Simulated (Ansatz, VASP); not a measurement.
# HfN: VASP beside Ansatz

```
Hf N
1.0
     0.00000    2.25843    2.25843
     2.25843    0.00000    2.25843
     2.25843    2.25843    0.00000
Hf N
1 1
Cartesian
  0.0000 0.0000 0.0000
  2.2584 2.2584 2.2584
```

Alike in both runs: functional PBE; dispersion D3(BJ); k mesh 16 × 16 × 16; occupations gaussian, width 0.1 eV; no spin polarisation.

Ansatz relaxed the structure, and its values are those at the end. VASP's run is a single point on that final structure, the one shown.

|  | VASP | Ansatz |
| --- | --- | --- |
| version | VASP 6.6.1 | Ansatz 0.2.0 |
| potentials or method | VASP PAW PBE potentials, release 64 (Hf_pv, N), cutoff 520 eV | scalar-relativistic, plane waves, PAW |
| valence electrons in the cell | 15 | 31 |

Ansatz gave:

```
gap on the k mesh at the Fermi level (eV) : none
pressure (GPa)                            : 0.0
```

Task: What did VASP give for the same quantities?

Result: gap on the k mesh at the Fermi level (eV): none; pressure (GPa): -2.4.

A gap of «none» marks a metal or a gap that the smearing closes. VASP's potentials hold 15 valence electrons a cell and Ansatz's 31, so a difference there can come from the potentials and not from the codes.

Neither program's run includes spin-orbit coupling.
